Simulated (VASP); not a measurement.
Input of a VASP 6.6.1 run:

INCAR

```
SYSTEM = BAs
PREC     = Accurate       ! precision mode
ENCUT    = 520            ! plane-wave cutoff, eV
EDIFF    = 1E-7           ! SCF threshold, eV
ISMEAR   = -1             ! smearing method
SIGMA    = 0.05           ! smearing width, eV
LREAL    = .FALSE.        ! projectors in reciprocal space
LASPH    = .TRUE.         ! aspherical terms in the spheres
NELM     = 80             ! most SCF steps
ALGO     = Normal         ! electronic algorithm
ISIF     = 2              ! what is computed and relaxed
LWAVE    = .FALSE.        ! write WAVECAR
LCHARG   = .TRUE.         ! write CHGCAR
GGA      = RP             ! functional
LELF     = .TRUE.         ! ELF
LVHAR    = .TRUE.       
NBANDS   = 11             ! bands
```

File KPOINTS:

```
Automatic mesh
0
G
  10 10 10
  0 0 0
```

File POSCAR:

```
BAs
1.0
    0.0000000000      2.3885000000      2.3885000000
    2.3885000000      0.0000000000      2.3885000000
    2.3885000000      2.3885000000      0.0000000000
As B
1 1
Direct
    0.7500000000      0.7500000000      0.7500000000
    0.0000000000      0.0000000000      0.0000000000
```

Potentials or basis: VASP PAW PBE potentials, release 64 (As, B).

Launch:

```console
$ cat potpaw_PBE.64/As/POTCAR potpaw_PBE.64/B/POTCAR > POTCAR
$ mpirun -np 1 vasp_std > vasp.out
```

(1) What does it give for the pressure?

(2) Predict the band gap on the k mesh.

Answers

(1) 6.0 GPa.

(2) 1.21 eV, indirect (least direct gap 3.28 eV).

Caveat: the PAW data sets were made with another functional, which shifts forces and pressure a little.
